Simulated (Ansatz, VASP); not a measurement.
# LiF in VASP and in Ansatz

```
CELL_PARAMETERS angstrom
4.00106 0.00000 -0.67071
-2.00053 2.04214 0.33535
-0.98612 0.00000 6.35933
ATOMIC_POSITIONS crystal
Li 0.25010 0.50019 0.62087
Li 0.58326 0.49985 0.28753
Li 0.91659 0.49986 0.95420
F 0.08334 0.49999 0.28754
F 0.41666 0.49999 0.95420
F 0.75005 0.50011 0.62086
```

Alike in both runs: functional PBE; k mesh 6 × 6 × 4; occupations gaussian, width 0.1 eV; no spin polarisation.

Ansatz relaxed the structure, and its values are those at the end. VASP's run is a single point on that final structure, the one shown.

```csv
,VASP,Ansatz
version,VASP 6.6.1,Ansatz 0.2.0
potentials or method,"VASP PAW PBE potentials, release 64 (Li_sv, F), cutoff 520 eV","scalar-relativistic, plane waves, PAW"
valence electrons in the cell,30,30
```

```csv
,VASP,Ansatz,Ansatz less VASP
gap on the k mesh at the Fermi level (eV),8.80,8.80,+0.001
least direct gap on the mesh (eV),8.80,8.80,+0.001
```

The k mesh is coarse, so the values compare programs but aren't converged. Noted on VASP's run: the cutoff is under 1.25 times that of the potentials, so the pressure is a little rough.
